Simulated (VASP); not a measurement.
**TiB2: density of states with PBEsol**

The system is TiB2.

```xyz
3
Lattice="3.0292 0.0000 0.0000 -1.5146 2.6234 0.0000 0.0000 0.0000 3.2284" Properties=species:S:1:pos:R:3 pbc="T T T"
Ti    0.0000    0.0000    0.0000
B     1.5146    0.8745    1.6142
B     0.0000    1.7489    1.6142
```

* Program: VASP 6.6.1
* Task: density of states
* Functional: PBEsol
* Potentials or basis: VASP PAW PBE potentials, release 64 (Ti_sv, B)
* Cutoff: 520 eV
* k mesh: 10 × 10 × 8
* Occupations: fermi-dirac, width 0.05 eV
* Spin: no spin polarisation
* Dipole correction: no
* k mesh for the DOS: 15 × 15 × 12
* Occupations for the DOS: tetrahedron
* Further INCAR settings: ALGO = Normal; EDIFF = 1e-07

* Valence electrons inside the program's atomic spheres: Ti 10.44; B 2.00

Levels at points of the mesh, in eV from the Fermi level:
| k point | band 7 | band 8 | band 9 | band 10 | band 11 | band 12 |
| --- | --- | --- | --- | --- | --- | --- |
| (0.00, 0.00, 0.00) | -2.68 | -2.39 | -2.24 | 1.81 | 1.81 | 3.59 |
| (0.00, 0.00, 0.50) | -0.61 | -0.61 | -0.28 | -0.28 | 0.34 | 0.34 |

Run time: 22 s on 1 thread of Intel(R) Xeon(R) 6975P-C (Granite Rapids), with other jobs on the host, peak memory 0.18 GiB.
